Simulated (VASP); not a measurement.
Nb:

```xyz
1
Lattice="2.6739 0.0000 0.0000 0.0000 2.6739 0.0000 0.0000 0.0000 2.6739" Properties=species:S:1:pos:R:3 pbc="T T T"
Nb    0.0000    0.0000    0.0000
```

* Program: VASP 6.6.1
* Task: relaxation of cell and atoms
* Functional: PBEsol
* Potentials or basis: VASP PAW PBE potentials, release 64 (Nb_sv)
* Cutoff: 500 eV
* k mesh: 6 × 6 × 6
* Occupations: gaussian, width 0.1 eV
* Spin: no spin polarisation

At the start: pressure 5.4 GPa; volume 19.12 Å³/atom.

Question: Where does the relaxation end?

Answer: Over 3 steps the energy falls by 10.5 meV/atom and the volume is 19.78 Å³/atom (+3.5 %); space group Pm-3m (No. 221, to 0.05 Å).

The path:
| step | energy change (eV) | largest force (eV/Å) | pressure (GPa) | volume (Å³) |
| --- | --- | --- | --- | --- |
| 1 | 0.0000 | 0.0000 | 5.44 | 19.12 |
| 2 | 0.0203 | 0.0000 | -7.81 | 20.97 |
| 3 | -0.0105 | 0.0000 | -0.08 | 19.78 |

Final structure:
```
CELL_PARAMETERS angstrom
2.70432 0.00000 0.00000
0.00000 2.70432 0.00000
0.00000 0.00000 2.70432
ATOMIC_POSITIONS crystal
Nb 0.00000 0.00000 0.00000
```

Caveat: the k points lie up to 0.39 Å⁻¹ apart in the final cell; the PAW data sets were made with another functional, which shifts forces and pressure a little.
